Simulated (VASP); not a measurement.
# Au in VASP: single point with PBE+D3(BJ)

Aim: the single point of Au with PBE+D3(BJ).

Everything below comes from runs of VASP 6.6.1. Logs are shortened: lines on timing, memory, paths and dates and some standing lists are left out, and cuts for length are marked.

### 1 The cell of the first run

The cell holds a slab with vacuum, 20 atoms: a = 5.765 Å, b = 5.765 Å, c = 26.609 Å, α = 90.00°, β = 90.00°, γ = 120.00°.

### 2 Single point, PBE+D3(BJ)

Input file INCAR:

```
SYSTEM = Au
PREC     = Accurate       ! precision mode
ENCUT    = 520            ! plane-wave cutoff, eV
EDIFF    = 1E-6           ! SCF threshold, eV
ISMEAR   = 0              ! smearing method
SIGMA    = 0.1            ! smearing width, eV
LREAL    = Auto         
LASPH    = .True.         ! aspherical terms in the spheres
NELM     = 60             ! most SCF steps
ALGO     = Normal         ! electronic algorithm
ISIF     = 2              ! what is computed and relaxed
LWAVE    = .False.        ! write WAVECAR
LCHARG   = .False.        ! write CHGCAR
LDIPOL   = .True.       
IDIPOL   = 3            
DIPOL    = 0.5 0.5 0.500
GGA      = PE             ! functional
IVDW     = 12             ! dispersion correction
NBANDS   = 126            ! bands
```

Input file KPOINTS:

```
regular mesh
0
Gamma
  6 6 1
  0 0 0
```

Input file POSCAR:

```
Au
1.0
    5.7649995596      0.0000000000      0.0000000000
   -2.8824997798      4.9926360715      0.0000000000
    0.0000000000      0.0000000000     26.6093132300
Au
20
Direct
    0.1666666667      0.3333333333      0.3194370304
    0.1666666667      0.8333333333      0.3194370304
    0.6666666667      0.3333333333      0.3194370304
    0.6666666667      0.8333333333      0.3194370304
    0.3333333333      0.1666666667      0.4097185152
    0.3333333333      0.6666666667      0.4097185152
    0.8333333333      0.1666666667      0.4097185152
    0.8333333333      0.6666666667      0.4097185152
    0.1666666667      0.3333333333      0.4999216680
    0.1666666667      0.8333333333      0.4999216680
    0.6666666667      0.3333333333      0.4999216680
    0.6666666667      0.8333333333      0.4999216680
    0.3333333333      0.1666666667      0.5902903186
    0.3333333333      0.6666666667      0.5902903186
    0.8333333333      0.1666666667      0.5902903186
    0.8333333333      0.6666666667      0.5902903186
    0.1666666667      0.3333333333      0.6830263205
    0.1666666667      0.8333333333      0.6830263205
    0.6666666667      0.3333333333      0.6830263205
    0.6666666667      0.8333333333      0.6830263205
```

Potentials or basis: VASP PAW PBE potentials, release 64 (Au).

Started as:

```
cat potpaw_PBE.64/Au/POTCAR > POTCAR
mpirun -np 1 vasp_std > vasp.out
```

OUTCAR:

```text
SYSTEM = Au
   PREC = Accurate
   ENCUT = 520
   EDIFF = 1E-6
   ISMEAR = 0
   LREAL = Auto
   LASPH = .True.
   NELM = 60
   ISIF = 2
   GGA = PE
   IVDW = 12
 IVDW          = 12

 ion  position               nearest neighbor table
   1  0.167  0.333  0.319-   3 2.88   3 2.88   4 2.88   2 2.88   2 2.88   4 2.88   5 2.92   7 2.92
                             6 2.92
   2  0.167  0.833  0.319-   4 2.88   4 2.88   1 2.88   1 2.88   3 2.88   3 2.88   6 2.92   8 2.92
                             5 2.92
   3  0.667  0.333  0.319-   1 2.88   1 2.88   4 2.88   4 2.88   2 2.88   2 2.88   7 2.92   5 2.92
                             8 2.92
   4  0.667  0.833  0.319-   2 2.88   2 2.88   3 2.88   3 2.88   1 2.88   1 2.88   8 2.92   6 2.92
                             7 2.92
   5  0.333  0.167  0.410-   7 2.88   7 2.88   8 2.88   6 2.88   6 2.88   8 2.88   9 2.92  11 2.92
                            10 2.92   1 2.92   3 2.92   2 2.92
   6  0.333  0.667  0.410-   8 2.88   8 2.88   5 2.88   5 2.88   7 2.88   7 2.88  10 2.92  12 2.92
                             9 2.92   2 2.92   4 2.92   1 2.92
   7  0.833  0.167  0.410-   5 2.88   5 2.88   8 2.88   8 2.88   6 2.88   6 2.88  11 2.92   9 2.92
                            12 2.92   3 2.92   1 2.92   4 2.92
   8  0.833  0.667  0.410-   6 2.88   6 2.88   7 2.88   7 2.88   5 2.88   5 2.88  12 2.92  10 2.92
                            11 2.92   4 2.92   2 2.92   3 2.92
   9  0.167  0.333  0.500-  11 2.88  11 2.88  12 2.88  10 2.88  10 2.88  12 2.88   5 2.92   7 2.92
[... 9 lines left out ...]
  14  0.333  0.667  0.590-  16 2.88  16 2.88  13 2.88  13 2.88  15 2.88  15 2.88  10 2.92  12 2.92
                             9 2.92  18 2.98  20 2.98  17 2.98
  15  0.833  0.167  0.590-  13 2.88  13 2.88  16 2.88  16 2.88  14 2.88  14 2.88  11 2.92   9 2.92
                            12 2.92  19 2.98  17 2.98  20 2.98
  16  0.833  0.667  0.590-  14 2.88  14 2.88  15 2.88  15 2.88  13 2.88  13 2.88  12 2.92  10 2.92
                            11 2.92  20 2.98  18 2.98  19 2.98
  17  0.167  0.333  0.683-  19 2.88  19 2.88  20 2.88  18 2.88  18 2.88  20 2.88  13 2.98  15 2.98
                            14 2.98
  18  0.167  0.833  0.683-  20 2.88  20 2.88  17 2.88  17 2.88  19 2.88  19 2.88  14 2.98  16 2.98
                            13 2.98
  19  0.667  0.333  0.683-  17 2.88  17 2.88  20 2.88  20 2.88  18 2.88  18 2.88  15 2.98  13 2.98
                            16 2.98
  20  0.667  0.833  0.683-  18 2.88  18 2.88  19 2.88  19 2.88  17 2.88  17 2.88  16 2.98  14 2.98
                            15 2.98

  LATTYP: Found a hexagonal cell.
 ALAT       =     5.7649995596
 C/A-ratio  =     4.6156661340

  Lattice vectors:

 A1 = (   5.7649995596,   0.0000000000,   0.0000000000)
 A2 = (  -2.8824997798,   4.9926360715,   0.0000000000)
 A3 = (   0.0000000000,   0.0000000000,  26.6093132300)

Analysis of symmetry for initial positions (statically):
=====================================================================
 Subroutine PRICEL returns following result:

  LATTYP: Found a hexagonal cell.
 ALAT       =     2.8824997798
 C/A-ratio  =     9.2313322681

  Lattice vectors:

 A1 = (   2.8824997798,   0.0000000000,   0.0000000000)
 A2 = (  -1.4412498899,   2.4963180357,   0.0000000000)
 A3 = (   0.0000000000,   0.0000000000,  26.6093132300)

   4 primitive cells build up your supercell.

 Routine SETGRP: Setting up the symmetry group for a
 hexagonal supercell.

 Subroutine GETGRP returns: Found  6 space group operations
 (whereof  6 operations were pure point group operations)
 out of a pool of 24 trial point group operations.

The static configuration has the point symmetry C_3v.

Analysis of symmetry for dynamics (positions and initial velocities):
=====================================================================
 Subroutine PRICEL returns following result:

  LATTYP: Found a hexagonal cell.
 ALAT       =     2.8824997798
 C/A-ratio  =     9.2313322681

  Lattice vectors:

 A1 = (   2.8824997798,   0.0000000000,   0.0000000000)
 A2 = (  -1.4412498899,   2.4963180357,   0.0000000000)
 A3 = (   0.0000000000,   0.0000000000,  26.6093132300)

   4 primitive cells build up your supercell.

 Routine SETGRP: Setting up the symmetry group for a
 hexagonal supercell.

 Subroutine GETGRP returns: Found  6 space group operations
 (whereof  6 operations were pure point group operations)
 out of a pool of 24 trial point group operations.

The dynamic configuration has the point symmetry C_3v.

 Subroutine INISYM returns: Found  6 space group operations
 (whereof  6 operations are pure point group operations),
 and found     4 'primitive' translations

----------------------------------------------------------------------------------------

                                     Primitive cell

  volume of cell :     191.4709

  direct lattice vectors                    reciprocal lattice vectors
     2.882499780  0.000000000  0.000000000     0.346921102  0.200294992  0.000000000
    -1.441249890  2.496318036  0.000000000     0.000000000  0.400589983  0.000000000
     0.000000000  0.000000000 26.609313230     0.000000000  0.000000000  0.037580827

  length of vectors
     2.882499780  2.882499780 26.609313230     0.400589983  0.400589983  0.037580827

  position of ions in fractional coordinates (direct lattice)
     0.333333333  0.666666667  0.319437030
     0.666666667  0.333333333  0.409718515
     0.333333333  0.666666667  0.499921668
     0.666666667  0.333333333  0.590290319
     0.333333333  0.666666667  0.683026320

  ion indices of the primitive-cell ions
   primitive index   ion index
                 1           1
                 2           5
                 3           9
                 4          13
                 5          17

----------------------------------------------------------------------------------------

 KPOINTS: regular mesh

Automatic generation of k-mesh.
 Grid dimensions read from file:
 generate k-points for:    6    6    1

 Generating k-lattice:

  Cartesian coordinates                     Fractional coordinates (reciprocal lattice)
     0.028910092  0.016691249  0.000000000     0.166666667  0.000000000  0.000000000
     0.000000000  0.033382499  0.000000000     0.000000000  0.166666667  0.000000000
     0.000000000  0.000000000  0.037580827     0.000000000  0.000000000  1.000000000

  Length of vectors
     0.033382499  0.033382499  0.037580827

  Shift w.r.t. Gamma in fractional coordinates (k-lattice)
     0.000000000  0.000000000  0.000000000

 Subroutine IBZKPT returns following result:
 ===========================================

 Found      7 irreducible k-points:

 Following reciprocal coordinates:
            Coordinates               Weight
  0.000000  0.000000  0.000000      1.000000
  0.166667 -0.000000  0.000000      6.000000
  0.333333 -0.000000  0.000000      6.000000
  0.500000 -0.000000  0.000000      3.000000
  0.166667  0.166667  0.000000      6.000000
  0.333333  0.166667  0.000000     12.000000
  0.333333  0.333333  0.000000      2.000000
   k-points           NKPTS =      7   k-points in BZ     NKDIM =      7   number of bands    NBANDS=    126
   number of dos      NEDOS =    301   number of ions     NIONS =     20
   total plane-waves  NPLWV = 460800
   dimension x,y,z NGX =    48 NGY =   48 NGZ =  200
   dimension x,y,z NGXF=    96 NGYF=   96 NGZF=  400
   ions per type =              20
   NGX,Y,Z   is equivalent  to a cutoff of  13.84, 13.84, 12.50 a.u.
   NGXF,Y,Z  is equivalent  to a cutoff of  27.68, 27.68, 24.99 a.u.
 SYSTEM =  Au
   PREC   = accura    normal or accurate (medium, high low for compatibility)
   ISTART =      0    job   : 0-new  1-cont  2-samecut
   ICHARG =      2    charge: 1-file 2-atom 10-const
   ISPIN  =      1    spin polarized calculation?
   LNONCOLLINEAR =      F non collinear calculations
   LSORBIT =      F    spin-orbit coupling
   LASPH  =      T    aspherical Exc in radial PAW
   ENCUT  =  520.0 eV  38.22 Ry    6.18 a.u.  10.72 10.72 49.48*2*pi/ulx,y,z
   NELM   =     60;   NELMIN=  2; NELMDL= -5     # of ELM steps
   EDIFF  = 0.1E-05   stopping-criterion for ELM
   LREAL  =      T    real-space projection
   EDIFFG = 0.1E-04   stopping-criterion for IOM
   NSW    =      0    number of steps for IOM
   IBRION =     -1    ionic relax: 0-MD 1-quasi-New 2-CG
   NFREE  =      0    steps in history (QN), initial steepest desc. (CG)
   ISIF   =      2    stress and relaxation
   ISYM   =      2    0-nonsym 1-usesym 2-fastsym
   POTIM  = 0.5000    time-step for ionic-motion
   TEBEG  =    0.0;   TEEND  =   0.0 temperature during run
   PSTRESS=    0.0 pullay stress
   NELECT =     220.0000    total number of electrons
   NUPDOWN=      -1.0000    fix difference up-down
   EMIN   =  10.00;   EMAX   =-10.00  energy-range for DOS
   EFERMI =   0.00;   METHOD = LEGACY
   ISMEAR =     0;   SIGMA  =   0.10  broadening in eV -4-tet -1-fermi 0-gaus
   EFERMI_NEDOS =   21; number of points for ismear=-14 and -15
   IALGO  =     38    algorithm
   IMIX   =      4    mixing-type and parameters
     AMIX     =   0.40;   BMIX     =  1.00
     AMIX_MAG =   1.60;   BMIX_MAG =  1.00
  volume/ion in A,a.u.               =      38.29       258.42
  Fermi-wavevector in a.u.,A,eV,Ry     =   1.080177  2.041238 15.875026  1.166782
  Thomas-Fermi vector in A             =   2.216161
   LORBIT       =      0    0 simple, 1 ext, 2 COOP (PROOUT), +10 PAW based schemes
   GGA     = PE    functional components
   LHFCALC =     F    Hartree Fock is set to
   AEXX    =    0.0000 exact exchange contribution
   IVDW    =    12    specifies the selected vdW correction
   LEPSILON=     F    determine dielectric tensor
   LRPA    =     F    only Hartree local field effects (RPA)
 non-spin polarized calculation
 Gauss-broadening in eV      SIGMA  =   0.10
  energy-cutoff  :      520.00
  volume of cell :      765.88
 maximum number of plane-waves:     20691
 NGX is ok and might be reduce to    48
   NGX = 21   NGY = 21   NGZ = 99

 dipolmoment           0.000000      0.000000     -0.003416 electrons x Angstroem

 number of electron     220.0000049 magnetization

 dipolmoment           0.000000      0.000000      0.006892 electrons x Angstroem

 Free energy of the ion-electron system (eV)
  ---------------------------------------------------
  ext. energy  EPLUGINS =         0.00000000
  ---------------------------------------------------
  free energy    TOTEN  =       -61.86359877 eV

  energy without entropy =      -61.80633477  energy(sigma->0) =      -61.83496677

 E-fermi :   1.2596     XC(G=0):  -6.3512

 val. band max:        1.2453713542   @ k =   0.0000   0.0000   0.0000
 cond. band min:       1.2605586661   @ k =   0.1667   0.1667   0.0000
 fundamental gap:      0.0151873119
 Fermi energy:         1.2596333314

 k-point     1 :       0.0000    0.0000    0.0000
  band No.  band energies     occupation
      1      -8.0944      2.00000
      2      -7.2705      2.00000
      3      -6.3298      2.00000
      4      -5.8360      2.00000
      5      -5.7689      2.00000
      6      -5.5657      2.00000
[... 864 lines left out ...]
    121       5.3937      0.00000
    122       5.3937      0.00000
 [bands above 122 left out]

------------------------ aborting loop because EDIFF is reached ----------------------------------------

 vacuum level on the upper side and lower side of the slab       (xc-potential included)         0.015        -0.028

 Edisp (eV)  -10.54534

 E8    (eV) :    -4.8641

  FORCE on cell =-STRESS in cart. coord.  units (eV):
  Direction    XX          YY          ZZ          XY          YZ          ZX
  --------------------------------------------------------------------------------------
  -------------------------------------------------------------------------------------
  Total     -10.57631   -10.57631     1.89171     0.00000     0.00000     0.00000
  in kB     -22.12493   -22.12493     3.95734     0.00000     0.00000     0.00000
  external pressure =      -13.43 kB  Pullay stress =        0.00 kB

 VOLUME and BASIS-vectors are now :
 -----------------------------------------------------------------------------
  energy-cutoff  :      520.00
  volume of cell :      765.88
      direct lattice vectors                 reciprocal lattice vectors
     5.764999560  0.000000000  0.000000000     0.173460551  0.100147496  0.000000000
    -2.882499780  4.992636071  0.000000000     0.000000000  0.200294992  0.000000000
     0.000000000  0.000000000 26.609313230     0.000000000  0.000000000  0.037580827

 POSITION                                       TOTAL-FORCE (eV/Angst)
 -----------------------------------------------------------------------------------
      0.00000      1.66421      8.50000         0.000000     -0.000000     -0.224877
     -1.44125      4.16053      8.50000         0.000000      0.000000     -0.224877
      2.88250      1.66421      8.50000         0.000000     -0.000000     -0.224877
      1.44125      4.16053      8.50000         0.000000     -0.000000     -0.224877
      1.44125      0.83211     10.90233         0.000000      0.000000      0.225102
     -0.00000      3.32842     10.90233         0.000000     -0.000000      0.225102
[... 12 lines left out ...]
      2.88250      1.66421     18.17486         0.000000      0.000000      0.010314
      1.44125      4.16053     18.17486         0.000000      0.000000      0.010314
 -----------------------------------------------------------------------------------
    total drift:                               -0.000000      0.000000      0.020946

  FREE ENERGIE OF THE ION-ELECTRON SYSTEM (eV)
  ---------------------------------------------------
  free  energy   TOTEN  =       -72.4089417472 eV

  energy  without entropy=      -72.3516777512  energy(sigma->0) =      -72.38030975

 vacuum level on the upper side and lower side of the slab         6.504         6.460
```

It took 1.5 h on 1 thread of Intel Xeon 8259CL, shared host; peak memory 1.1 GiB.

Results:

```
Free energy                : -72.4089 eV
Largest force              : 0.225 eV/Å
Band gap on the k mesh     : zero (bands 110 and 111 overlap by 0.74 eV)
Dispersion energy per atom : -0.527 eV
```

Forces on the atoms (eV/Å):
```
Au   0.000  0.000 -0.225
Au   0.000  0.000 -0.225
Au   0.000  0.000 -0.225
Au   0.000  0.000 -0.225
Au   0.000  0.000  0.225
Au   0.000  0.000  0.225
Au   0.000  0.000  0.225
Au   0.000  0.000  0.225
Au   0.000  0.000  0.003
Au   0.000  0.000  0.003
Au   0.000  0.000  0.003
Au   0.000  0.000  0.003
Au   0.000  0.000 -0.014
Au   0.000  0.000 -0.014
Au   0.000  0.000 -0.014
Au   0.000  0.000 -0.014
Au   0.000  0.000  0.010
Au   0.000  0.000  0.010
Au   0.000  0.000  0.010
Au   0.000  0.000  0.010
```

Caveat: spin-orbit coupling is left out, which moves the levels of the heavy elements.
